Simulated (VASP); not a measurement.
A run of VASP 6.6.1 is set up as follows.

File INCAR:

```
SYSTEM = PdAu25
PREC = Accurate
ENCUT = 520
EDIFF = 1E-6
ISMEAR = 0
SIGMA = 0.1
LREAL = Auto
LASPH = .TRUE.
NELM = 100
ALGO = Normal
ISIF = 2
LWAVE = .FALSE.
LCHARG = .FALSE.
GGA = PE
NBANDS = 162
```

File KPOINTS:

```
regular mesh
0
G
  3 3 3
  0 0 0
```

POSCAR

```
PdAu25
1.0
    0.0000000000      6.2371699120     -6.2371699120
    6.2371699120      6.2371699120      0.0000000000
    6.2371699120      0.0000000000     -6.2371699120
Pd Au
1 25
Direct
    0.6666667028      0.1046206067      0.6666667028
    0.6666667028      0.6653186555      0.6666667028
    0.3451696090      1.0017414289      0.6661865171
    0.3194289282      0.3485607304      0.6562550897
    0.3433626998      0.6566644099      0.6657484979
    0.0139044633     -0.0090884970      0.6770781556
   -0.0100293083      0.3324422020      0.6675849077
   -0.0118362176      0.6797641494      0.6671468885
    0.6661865171      1.0017414289      0.3451696090
    0.6562550897      0.3485607304      0.3194289282
    0.6657484979      0.6566644099      0.3433626998
    0.3333321088     -0.0006094110      0.3333321088
    0.3275047063      0.3330435966      0.3275047063
    0.3270021546      0.6768417503      0.3270021546
   -0.0129088194      0.0052818026      0.3462422109
   -0.0158217591      0.3264539893      0.3491551506
   -0.0031390038      0.6649838883      0.3364723953
    0.6770781556     -0.0090884970      0.0139044633
    0.6675849077      0.3324422020     -0.0100293083
    0.6671468885      0.6797641494     -0.0118362176
    0.3462422109      0.0052818026     -0.0129088194
    0.3491551506      0.3264539893     -0.0158217591
    0.3364723953      0.6649838883     -0.0031390038
    0.0063311567     -0.0024872659      0.0063311567
    0.0000012826      0.3327214152      0.0000012826
    0.0058286050      0.6547196978      0.0058286050
```

Potentials or basis: VASP PAW PBE potentials, release 64 (Pd, Au).

Launch:

```sh
$ cat potpaw_PBE.64/Pd/POTCAR potpaw_PBE.64/Au/POTCAR > POTCAR
$ mpirun -np 1 vasp_std > vasp.out
```

Q: What does it give for the pressure?

A: -2.4 GPa.

Q: Estimate the largest force.

A: 0.627 eV/Å.

Forces in eV/Å, atoms in the order of the input:
```
Pd  -0.443 -0.443  0.000
Au   0.010  0.010  0.000
Au   0.024  0.006  0.001
Au   0.047  0.038 -0.031
Au   0.041  0.013  0.020
Au   0.038  0.047  0.031
Au   0.013  0.041 -0.020
Au   0.006  0.024 -0.001
Au   0.006  0.024  0.001
Au   0.038  0.047 -0.031
Au   0.013  0.041  0.020
Au   0.012  0.012 -0.006
Au   0.004  0.004  0.002
Au   0.010  0.010  0.005
Au  -0.037  0.030  0.000
Au   0.021  0.023  0.000
Au   0.006  0.001  0.000
Au   0.047  0.038  0.031
Au   0.041  0.013 -0.020
Au   0.024  0.006 -0.001
Au   0.030 -0.037  0.000
Au   0.023  0.021  0.000
Au   0.001  0.006  0.000
Au   0.010  0.010 -0.005
Au   0.012  0.012  0.006
Au   0.004  0.004 -0.002
```
